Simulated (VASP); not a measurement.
# KF (R-3m) in VASP: further runs

KF is run at these levels: PBE; tasks: single point.

Program: VASP 6.6.1. These are calculated values, not measurements. Logs are shortened: lines on timing, memory, paths and dates and some standing lists are left out, and cuts for length are marked.

## Step 1: The cell of the first run

Symmetry: R-3m, No. 166, trigonal system. Conventional cell: a = 3.895 Å, b = 3.895 Å, c = 9.388 Å, α = 90.00°, β = 90.00°, γ = 120.00°. Within 3.6 Å of K (site symmetry -3m) lie 6 F at 2.74 Å. Within 3.6 Å of F (site symmetry -3m) lie 6 K at 2.74 Å.

## Step 2: Single point, PBE (20.55 Å³/atom)

INCAR

```
ALGO     = Normal         # electronic algorithm
EDIFF    = 1E-6           # SCF threshold, eV
ENCUT    = 520            # plane-wave cutoff, eV
GGA      = PE             # functional
ISIF     = 2              # what is computed and relaxed
ISMEAR   = 0              # smearing method
LASPH    = True           # aspherical terms in the spheres
LCHARG   = False          # write CHGCAR
LREAL    = False          # projectors in reciprocal space
LWAVE    = False          # write WAVECAR
NBANDS   = 15             # bands
NELM     = 60             # most SCF steps
PREC     = Accurate       # precision mode
SIGMA    = 0.05           # smearing width, eV
```

KPOINTS

```
k-points
0
Gamma
  8 8 8
```

POSCAR

```
KF
1.0
   -0.0291906759      2.7246466776      2.7246466776
    2.7246466776     -0.0291906759      2.7246466776
    2.7246466776      2.7246466776     -0.0291906759
K F
1 1
Direct
    0.0000000000      0.0000000000      0.0000000000
    0.5000000000      0.5000000000      0.5000000000
```

Potentials or basis: VASP PAW PBE potentials, release 64 (K_sv, F).

Command:

```
cat potpaw_PBE.64/K_sv/POTCAR potpaw_PBE.64/F/POTCAR > POTCAR
mpirun -np 1 vasp_std > vasp.out
```

OUTCAR:

```text
EDIFF = 1E-6
   ENCUT = 520
   GGA = PE
   ISIF = 2
   ISMEAR = 0
   LASPH = True
   LREAL = False
   NELM = 60
   PREC = Accurate

 ion  position               nearest neighbor table
   1  0.000  0.000  0.000-   2 2.74   2 2.74   2 2.74   2 2.74   2 2.74   2 2.74
   2  0.500  0.500  0.500-   1 2.74   1 2.74   1 2.74   1 2.74   1 2.74   1 2.74

  LATTYP: Found a trigonal (rhomboedric) cell.
 ALAT       =     3.8533428515
 COS(alpha) =     0.4892583576

  Lattice vectors:

 A1 = (  -0.0291906759,   2.7246466776,   2.7246466776)
 A2 = (   2.7246466776,  -0.0291906759,   2.7246466776)
 A3 = (   2.7246466776,   2.7246466776,  -0.0291906759)

Analysis of symmetry for initial positions (statically):
=====================================================================
 Subroutine PRICEL returns:
 Original cell was already a primitive cell.

 Routine SETGRP: Setting up the symmetry group for a
 trigonal (rhombohedral) supercell.

 Subroutine GETGRP returns: Found 12 space group operations
 (whereof 12 operations were pure point group operations)
 out of a pool of 12 trial point group operations.

The static configuration has the point symmetry D_3d.

Analysis of symmetry for dynamics (positions and initial velocities):
=====================================================================
 Subroutine PRICEL returns:
 Original cell was already a primitive cell.

 Routine SETGRP: Setting up the symmetry group for a
 trigonal (rhombohedral) supercell.

 Subroutine GETGRP returns: Found 12 space group operations
 (whereof 12 operations were pure point group operations)
 out of a pool of 12 trial point group operations.

The dynamic configuration has the point symmetry D_3d.

 Subroutine INISYM returns: Found 12 space group operations
 (whereof 12 operations are pure point group operations),
 and found     1 'primitive' translations

----------------------------------------------------------------------------------------

                                     Primitive cell

  volume of cell :      41.1040

  direct lattice vectors                    reciprocal lattice vectors
    -0.029190676  2.724646678  2.724646678    -0.180586985  0.182542667  0.182542667
     2.724646678 -0.029190676  2.724646678     0.182542667 -0.180586985  0.182542667
     2.724646678  2.724646678 -0.029190676     0.182542667  0.182542667 -0.180586985

  length of vectors
     3.853342851  3.853342851  3.853342851     0.315048107  0.315048107  0.315048107

  position of ions in fractional coordinates (direct lattice)
     0.000000000  0.000000000  0.000000000
     0.500000000  0.500000000  0.500000000

  ion indices of the primitive-cell ions
   primitive index   ion index
                 1           1
                 2           2

----------------------------------------------------------------------------------------

 KPOINTS: k-points

Automatic generation of k-mesh.
 Grid dimensions read from file:
 generate k-points for:    8    8    8

 Generating k-lattice:

  Cartesian coordinates                     Fractional coordinates (reciprocal lattice)
    -0.022573373  0.022817833  0.022817833     0.125000000  0.000000000 -0.000000000
     0.022817833 -0.022573373  0.022817833     0.000000000  0.125000000 -0.000000000
     0.022817833  0.022817833 -0.022573373     0.000000000  0.000000000  0.125000000

  Length of vectors
     0.039381013  0.039381013  0.039381013

  Shift w.r.t. Gamma in fractional coordinates (k-lattice)
     0.000000000  0.000000000  0.000000000

 Subroutine IBZKPT returns following result:
 ===========================================

 Found     65 irreducible k-points:

 Following reciprocal coordinates:
            Coordinates               Weight
  0.000000  0.000000  0.000000      1.000000
  0.125000  0.000000  0.000000      6.000000
  0.250000  0.000000  0.000000      6.000000
  0.375000  0.000000  0.000000      6.000000
  0.500000  0.000000  0.000000      3.000000
  0.125000  0.125000 -0.000000      6.000000
[... 16 lines left out ...]
  0.250000  0.125000  0.125000      6.000000
  0.375000  0.125000  0.125000      6.000000
 [... further k-points ...]
   k-points           NKPTS =     65   k-points in BZ     NKDIM =     65   number of bands    NBANDS=     15
   number of dos      NEDOS =    301   number of ions     NIONS =      2
   total plane-waves  NPLWV =  27000
   dimension x,y,z NGX =    30 NGY =   30 NGZ =   30
   dimension x,y,z NGXF=    60 NGYF=   60 NGZF=   60
   ions per type =               1   1
   NGX,Y,Z   is equivalent  to a cutoff of  12.94, 12.94, 12.94 a.u.
   NGXF,Y,Z  is equivalent  to a cutoff of  25.89, 25.89, 25.89 a.u.
 SYSTEM =  unknown system
   PREC   = accura    normal or accurate (medium, high low for compatibility)
   ISTART =      0    job   : 0-new  1-cont  2-samecut
   ICHARG =      2    charge: 1-file 2-atom 10-const
   ISPIN  =      1    spin polarized calculation?
   LNONCOLLINEAR =      F non collinear calculations
   LSORBIT =      F    spin-orbit coupling
   LASPH  =      T    aspherical Exc in radial PAW
   ENCUT  =  520.0 eV  38.22 Ry    6.18 a.u.   7.16  7.16  7.16*2*pi/ulx,y,z
   NELM   =     60;   NELMIN=  2; NELMDL= -5     # of ELM steps
   EDIFF  = 0.1E-05   stopping-criterion for ELM
   LREAL  =      F    real-space projection
   EDIFFG = 0.1E-04   stopping-criterion for IOM
   NSW    =      0    number of steps for IOM
   IBRION =     -1    ionic relax: 0-MD 1-quasi-New 2-CG
   NFREE  =      0    steps in history (QN), initial steepest desc. (CG)
   ISIF   =      2    stress and relaxation
   ISYM   =      2    0-nonsym 1-usesym 2-fastsym
   POTIM  = 0.5000    time-step for ionic-motion
   TEBEG  =    0.0;   TEEND  =   0.0 temperature during run
   PSTRESS=    0.0 pullay stress
   NELECT =      16.0000    total number of electrons
   NUPDOWN=      -1.0000    fix difference up-down
   EMIN   =  10.00;   EMAX   =-10.00  energy-range for DOS
   EFERMI =   0.00;   METHOD = LEGACY
   ISMEAR =     0;   SIGMA  =   0.05  broadening in eV -4-tet -1-fermi 0-gaus
   EFERMI_NEDOS =   21; number of points for ismear=-14 and -15
   IALGO  =     38    algorithm
   IMIX   =      4    mixing-type and parameters
     AMIX     =   0.40;   BMIX     =  1.00
     AMIX_MAG =   1.60;   BMIX_MAG =  1.00
  volume/ion in A,a.u.               =      20.55       138.69
  Fermi-wavevector in a.u.,A,eV,Ry     =   1.195327  2.258841 19.440100  1.428807
  Thomas-Fermi vector in A             =   2.331295
   LORBIT       =      0    0 simple, 1 ext, 2 COOP (PROOUT), +10 PAW based schemes
   GGA     = PE    functional components
   LHFCALC =     F    Hartree Fock is set to
   AEXX    =    0.0000 exact exchange contribution
   IVDW    =     0    specifies the selected vdW correction
   LEPSILON=     F    determine dielectric tensor
   LRPA    =     F    only Hartree local field effects (RPA)
 non-spin polarized calculation
 Gauss-broadening in eV      SIGMA  =   0.05
  energy-cutoff  :      520.00
  volume of cell :       41.10
 maximum number of plane-waves:      1128
 NGX is ok and might be reduce to    30
   NGX = 15   NGY = 15   NGZ = 15

 number of electron      15.9999994 magnetization

 Free energy of the ion-electron system (eV)
  ---------------------------------------------------
  ext. energy  EPLUGINS =         0.00000000
  ---------------------------------------------------
  free energy    TOTEN  =        -8.29670178 eV

  energy without entropy =       -8.29670178  energy(sigma->0) =       -8.29670178

 E-fermi :  -2.7222     XC(G=0):  -8.0716

 val. band max:       -2.9789110373   @ k =   0.0000   0.0000   0.0000
 cond. band min:       2.8003139712   @ k =   0.0000   0.0000   0.0000
 fundamental gap:      5.7792250085
 Fermi energy:        -2.7221960944

 k-point     1 :       0.0000    0.0000    0.0000
  band No.  band energies     occupation
      1     -29.3452      2.00000
      2     -21.6065      2.00000
      3     -12.6442      2.00000
      4     -12.6442      2.00000
      5     -12.6410      2.00000
      6      -2.9947      2.00000
      7      -2.9947      2.00000
      8      -2.9789      2.00000
      9       2.8003      0.00000
     10       7.4236      0.00000
     11       7.4236      0.00000
     12       7.5763      0.00000
     13       9.0521      0.00000
     14       9.0521      0.00000
     15      13.4526      0.00000

 k-point     2 :       0.1250    0.0000    0.0000
  band No.  band energies     occupation
      1     -29.3357      2.00000
      2     -21.6148      2.00000
      3     -12.6778      2.00000
      4     -12.6483      2.00000
      5     -12.6465      2.00000
      6      -3.1184      2.00000
      7      -3.0386      2.00000
      8      -3.0231      2.00000
      9       3.2030      0.00000
     10       7.2036      0.00000
     11       7.6110      0.00000
     12       7.7534      0.00000
     13       9.1755      0.00000
     14       9.1782      0.00000
     15      14.1341      0.00000

 k-point     3 :       0.2500    0.0000    0.0000
  band No.  band energies     occupation
      1     -29.3127      2.00000
      2     -21.6345      2.00000
      3     -12.7590      2.00000
      4     -12.6587      2.00000
      5     -12.6580      2.00000
      6      -3.3847      2.00000
      7      -3.1426      2.00000
      8      -3.1242      2.00000
      9       4.2230      0.00000
     10       6.8533      0.00000
     11       8.0708      0.00000
     12       8.2195      0.00000
     13       9.5695      0.00000
     14       9.5830      0.00000
     15      14.8864      0.00000
[... 343 lines left out ...]
 k-point    23 :       0.2500    0.1250    0.1250
  band No.  band energies     occupation
      1     -29.3210      2.00000
      2     -21.6244      2.00000
      3     -12.7151      2.00000
      4     -12.6933      2.00000
      5     -12.6430      2.00000
      6      -3.2903      2.00000
      7      -3.1302      2.00000
      8      -3.0289      2.00000
      9       3.8092      0.00000
     10       6.9079      0.00000
     11       7.8472      0.00000
     12       8.1232      0.00000
     13       9.3304      0.00000
     14       9.3908      0.00000
     15      15.0290      0.00000

 k-point    24 :       0.3750    0.1250    0.1250
  band No.  band energies     occupation
      1     -29.2982      2.00000
      2     -21.6407      2.00000
      3     -12.7954      2.00000
      4     -12.7257      2.00000
      5     -12.6529      2.00000
      6      -3.4953      2.00000
      7      -3.2283      2.00000
      8      -3.0995      2.00000
      9       4.8522      0.00000
     10       6.6470      0.00000
     11       8.3432      0.00000
     12       8.4893      0.00000
     13       9.6824      0.00000
     14      10.0701      0.00000
     15      14.2519      0.00000

 [... further k-points ...]

------------------------ aborting loop because EDIFF is reached ----------------------------------------

  FORCE on cell =-STRESS in cart. coord.  units (eV):
  Direction    XX          YY          ZZ          XY          YZ          ZX
  --------------------------------------------------------------------------------------
  -------------------------------------------------------------------------------------
  Total       -0.2209660     -0.2209660     -0.2209660      0.0365984      0.0365984      0.0365984
  in kB       -8.6129504     -8.6129504     -8.6129504      1.4265541      1.4265541      1.4265541
  external PRESSURE =      -8.6129504 kB  Pullay stress =       0.0000000 kB

 VOLUME and BASIS-vectors are now :
 -----------------------------------------------------------------------------
  energy-cutoff  :      520.00
  volume of cell :       41.10
      direct lattice vectors                 reciprocal lattice vectors
    -0.029190676  2.724646678  2.724646678    -0.180586985  0.182542667  0.182542667
     2.724646678 -0.029190676  2.724646678     0.182542667 -0.180586985  0.182542667
     2.724646678  2.724646678 -0.029190676     0.182542667  0.182542667 -0.180586985

 POSITION                                       TOTAL-FORCE (eV/Angst)
 -----------------------------------------------------------------------------------
      0.00000      0.00000      0.00000         0.000000      0.000000     -0.000000
      2.71005      2.71005      2.71005        -0.000000     -0.000000      0.000000
 -----------------------------------------------------------------------------------
    total drift:                                0.000000      0.000000      0.000000

  FREE ENERGIE OF THE ION-ELECTRON SYSTEM (eV)
  ---------------------------------------------------
  free  energy   TOTEN  =        -8.2967017810 eV

  energy  without entropy=       -8.2967017810  energy(sigma->0) =       -8.29670178
```

It took 48 s on 1 thread of Intel Xeon Platinum 8259CL at 2.50GHz (Skylake/Cascade Lake), shared host; peak memory 0.18 GiB.

Results:

```yaml
Free_energy: -8.2967 eV
Pressure: -0.9 GPa
Band_gap_on_the_k_mesh: 5.78 eV
```

A k mesh can miss the band edges.

## Step 3: Single point, PBE (20.55 Å³/atom)

INCAR

```
ALGO = Normal
EDIFF = 1E-7
ENCUT = 520
GGA = PE
ISIF = 2
ISMEAR = 0
LASPH = T
LCHARG = F
LREAL = F
LWAVE = F
NBANDS = 15
NELM = 100
PREC = Accurate
SIGMA = 0.05
```

KPOINTS is that of step 2.

POSCAR

```
KF
1.0
    0.0885945758      2.7841699043      2.7841699043
    2.7841699043      0.0885945758      2.7841699043
    2.7841699043      2.7841699043      0.0885945758
K F
1 1
Direct
    0.0000000000      0.0000000000      0.0000000000
    0.5000000000      0.5000000000      0.5000000000
```

Potentials or basis: VASP PAW PBE potentials, release 64 (K_sv, F).

Command:

```
cat potpaw_PBE.64/K_sv/POTCAR potpaw_PBE.64/F/POTCAR > POTCAR
mpirun -np 1 vasp_std > vasp.out
```

It took 49 s on 1 thread of Intel Xeon Platinum 8259CL at 2.50GHz (Skylake/Cascade Lake), shared host; peak memory 0.19 GiB.

Results (log left out):

```yaml
Free_energy: -8.2915 eV
Pressure: -0.9 GPa
Band_gap_on_the_k_mesh: 5.76 eV
```

Stress tensor (GPa, compression positive):
```
-0.89 -0.48 -0.48
-0.48 -0.89 -0.48
-0.48 -0.48 -0.89
```

Levels at points of the mesh, in eV from the valence-band top:
```
           k point  band 4  band 5  band 6  band 7  band 8  band 9  band 10  band 11  band 12  band 13
(0.00, 0.00, 0.00)   -9.68   -9.68   -0.05    0.00    0.00    5.76    10.15    10.57    10.57    12.03
(0.50, 0.00, 0.00)   -9.73   -9.71   -0.73   -0.36   -0.29    8.76    10.08    11.51    11.91    13.69
(0.50, 0.50, 0.00)   -9.86   -9.84   -0.26   -0.11   -0.07    8.10     9.86    11.21    13.15    13.70
(0.50, 0.50, 0.50)   -9.70   -9.70   -0.74   -0.26   -0.26    8.59     9.91    11.63    11.63    13.76
```
